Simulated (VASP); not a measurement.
Runs of VASP 6.6.1 on HfBe2Si2. The structure is that of space group P4/mmm (No. 123), or close to it. The cells are those of the table. 

| task | cell | k mesh | cutoff (eV) | gap on the mesh (eV) | pressure (GPa) | relaxed volume (Å³/atom) |
| --- | --- | --- | --- | --- | --- | --- |
| relaxation of cell and atoms | relaxed from a = 5.000, b = 5.000, c = 5.077 Å, 5 atoms | 8 × 8 × 8 | 600 | none | 0.0 | (a) |
| single point | a = 3.917, b = 3.917, c = 4.315 Å, 5 atoms | 4 × 4 × 4 | 520 | none | 96.9 | - |
| single point | a = 5.003, b = 5.003, c = 5.087 Å, 5 atoms | 8 × 8 × 8 | 520 | none | 0.2 | - |
| single point | a = 5.000, b = 5.000, c = 5.077 Å, 5 atoms | 4 × 4 × 4 | 520 | none | 0.2 | - |
| relaxation of cell and atoms | relaxed from a = 3.917, b = 3.917, c = 4.315 Å, 5 atoms | 4 × 4 × 4 | 600 | none | 0.1 | 25.40 |

Alike in all rows: level PBE; potentials or basis VASP PAW PBE potentials, release 64 (Hf_pv, Be, Si); no spin polarisation; smearing gaussian 0.1 eV.

Problem. Estimate the missing entries.

Solution. (a) 25.56.

Caveats: some runs use coarse meshes; spin-orbit coupling is left out, which moves the levels of the heavy elements; the volume moved by over 15 % at a fixed basis, so the end points are rough (some runs).

A k mesh can miss the band edges, and the runs leave out spin-orbit coupling on Hf.

A gap of «none» marks levels without a gap at the run's occupations.
